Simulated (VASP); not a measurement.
Set up this calculation in VASP 6.6.1, as the native input.

```yaml
Task: single point
Functional: PBE
Potentials_or_basis: VASP PAW PBE potentials, release 64 (Co, O)
Cutoff: 520 eV
k_mesh: 8 × 8 × 9
Occupations: gaussian, width 0.05 eV
Spin: collinear spin, ferromagnetic start
Starting_moments: "[2.0, 0.0] μB"
Dipole_correction: no
Further_INCAR_settings: ALGO = Normal; EDIFF = 1e-06; NBANDS = 18
```

The structure of CoO lies in POSCAR:

```
CoO
1.0
   -1.5080004400      1.5080004400      2.1072503600
    1.5080004400     -1.5080004400      2.1072503600
    1.5080004400      1.5080004400     -2.1072503600
Co O
1 1
Direct
   -0.0052800000      0.0049430000      0.0153250000
    0.5146290000      0.4995850000      0.0049600000
```

One way to write it, as run:

INCAR

```
SYSTEM = CoO
  PREC = Accurate
  ENCUT = 520
  EDIFF = 1E-6
  ISMEAR = 0
  SIGMA = 0.05
  LREAL = .FALSE.
  LASPH = .TRUE.
  NELM = 150
  ALGO = Normal
  ISIF = 2
  LWAVE = .FALSE.
  LCHARG = .FALSE.
  ISPIN = 2
  MAGMOM = 2 0
  LORBIT = 11
  LMAXMIX = 4
  GGA = PE
  NBANDS = 18
```

KPOINTS

```
regular mesh
0
G
  8 8 9
  0 0 0
```

Potentials or basis: VASP PAW PBE potentials, release 64 (Co, O).

Run with:

```sh
$ cat potpaw_PBE.64/Co/POTCAR potpaw_PBE.64/O/POTCAR > POTCAR
$ mpirun -np 1 vasp_std > vasp.out
```

Results of the run:

The pressure is -0.2 GPa and the largest force is 0.124 eV/Å. The net moment is 2.91 μB per cell and the site moments are Co +2.55; O +0.30 μB. The valence electrons inside the program's atomic spheres are Co 7.81; O 4.99.

Caveat: a cell with one magnetic atom can't hold antiferromagnetic order, which such compounds often take.

It took 3.1 min on 1 thread of AMD EPYC 9R14 (Zen 4) (shared host), peak memory 0.24 GiB.
